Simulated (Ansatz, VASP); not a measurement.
## CuO in VASP and in Ansatz

The input POSCAR:

```
CuO
1.0
    2.8795009639      0.0000000000      0.0000000000
    0.0390727580      2.8792794796      0.0000000000
    0.0174953863      0.0172449008      5.1763391994
Cu O
2 2
Direct
    0.5000000000      0.0000000000      0.5000000000
    0.0000000000      0.5000000000      0.0000000000
    0.0015760300      0.9983282200      0.2501129000
    0.9984239700      0.0016717800      0.7498871000
```

Contents of INCAR.step1:

```
SYSTEM = CuO
  PREC = Accurate
  ENCUT = 520
  ISMEAR = 0
  SIGMA = 0.1
  LREAL = .FALSE.
  LASPH = .TRUE.
  NELM = 150
  ISPIN = 2
  MAGMOM = -0.61 0.61 0 0
  LMAXMIX = 4
  NBANDS = 29
  GGA = PE
  ALGO = Normal
  EDIFF = 1E-4
  LWAVE = .TRUE.
  LCHARG = .FALSE.
```

File INCAR.step2:

```
SYSTEM = CuO
  PREC = Accurate
  ENCUT = 520
  EDIFF = 1E-6
  ISMEAR = 0
  SIGMA = 0.1
  LREAL = .FALSE.
  LASPH = .TRUE.
  NELM = 150
  ALGO = Normal
  ISIF = 2
  LWAVE = .FALSE.
  LCHARG = .FALSE.
  ISPIN = 2
  MAGMOM = -0.61 0.61 0 0
  LORBIT = 11
  LMAXMIX = 4
  METAGGA = R2SCAN
  LMIXTAU = .TRUE.
  NBANDS = 29
  ISTART = 1
```

File KPOINTS:

```
Automatic mesh
0
G
  1 1 1
  0 0 0
```

Input for Ansatz:

```yaml
crystal:
  lattice:
    - [2.8795009639, 0.0, 0.0]
    - [0.039072758, 2.8792794796, 0.0]
    - [0.0174953863, 0.0172449008, 5.1763391994]
  atoms:
    - { symbol: Cu, position: [0.5, 0.0, 0.5], spin: -0.61 }
    - { symbol: Cu, position: [0.0, 0.5, 0.0], spin: 0.61 }
    - { symbol: O, position: [0.00157603, 0.99832822, 0.2501129] }
    - { symbol: O, position: [0.99842397, 0.00167178, 0.7498871] }
basis:
  ecutwfc: 500
kpoints:
  mp_grid: { grid: [1, 1, 1] }
hamiltonian:
  xc: r2scan
scf:
  occupations: { method: gaussian, width: 0.1 }
output:
  forces: true
  stress: true
  eigenvalues: true
  populations: true
magnetization:
  spin_polarized: true
```

Alike in both runs: task single point; functional r2SCAN; k mesh 1 × 1 × 1; occupations gaussian, width 0.1 eV; collinear spin.

|  | VASP | Ansatz |
| --- | --- | --- |
| version | VASP 6.6.1 | Ansatz 0.2.0 |
| potentials or method | VASP PAW PBE potentials, release 64 (Cu, O), cutoff 520 eV | scalar-relativistic, plane waves, PAW |
| valence electrons in the cell | 34 | 50 |

VASP gave:

| Property | Result |
| --- | --- |
| gap on the k mesh at the Fermi level (eV) | 1.60 |
| least direct gap on the mesh (eV) | 1.60 |
| pressure (GPa) | -2.4 |
| traceless stress, the component that is largest in VASP (GPa) | 18.60 |
| rms of the force components (eV/Å) | 0.010 |
| net moment per atom (μB) | 0.00 |
| size of the moment on the site where the two differ most (μB) | 0.40 |

Estimate Ansatz's values.

gap on the k mesh at the Fermi level (eV): 1.61; least direct gap on the mesh (eV): 1.61; pressure (GPa): -2.7; traceless stress, the component that is largest in VASP (GPa): 17.73; rms of the force components (eV/Å): 0.011; net moment per atom (μB): 0.00; size of the moment on the site where the two differ most (μB): 0.43.

VASP's potentials were made for PBE, not for r2SCAN. Site moments also hang on the region over which each program counts them. Atom by atom the forces differ by 0.001 eV/Å (rms over components). VASP's potentials hold 34 valence electrons a cell and Ansatz's 50, so a difference there can come from the potentials and not from the codes. Ansatz's warnings: stability check not made.

The k mesh is coarse, so the values compare programs but aren't converged.
